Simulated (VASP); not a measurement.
Write the native input for VASP 6.6.1 that does the following.

```
Task                   : single point
Functional             : LDA
Potentials or basis    : VASP PAW LDA potentials, release 64 (Fe)
Cutoff                 : 600 eV
k mesh                 : 16 × 16 × 16
Occupations            : fermi-dirac, width 0.1 eV
Spin                   : no spin polarisation
Dipole correction      : no
Further INCAR settings : ALGO = Normal; EDIFF = 1e-06; NBANDS = 10
```

The structure of Fe lies in POSCAR:

```
Fe
1.0
   -1.3498227879      1.3498227879      1.3498227879
    1.3498227879     -1.3498227879      1.3498227879
    1.3498227879      1.3498227879     -1.3498227879
Fe
1
Direct
    0.0000000000      0.0000000000      0.0000000000
```

One way to write it, as run:

INCAR

```
SYSTEM = Fe
  PREC = Accurate
  ENCUT = 600
  EDIFF = 1E-6
  ISMEAR = -1
  SIGMA = 0.1
  LREAL = .FALSE.
  LASPH = .TRUE.
  NELM = 120
  ALGO = Normal
  ISIF = 2
  LWAVE = .FALSE.
  LCHARG = .TRUE.
  GGA = CA
  LELF = .TRUE.
  LVHAR = .TRUE.
  NBANDS = 10
  GGA_COMPAT = .FALSE.
```

KPOINTS

```
Automatic mesh
0
G
  16 16 16
  0 0 0
```

Potentials or basis: VASP PAW LDA potentials, release 64 (Fe).

Run with:

```sh
$ cat potpaw_LDA.64/Fe/POTCAR > POTCAR
$ mpirun -np 1 vasp_std > vasp.out
```

It gave:

```
Pressure               : -0.2 GPa
Band gap on the k mesh : zero (band 4 reaches 8.51 eV, above the bottom of band 5 at 6.22 eV)
```

Caveat: the run has no spin polarisation, though such a crystal can be magnetic.

Run time: 6.9 s on 1 thread of Intel(R) Xeon(R) 6975P-C (Granite Rapids), on a shared host, peak memory 0.13 GiB.
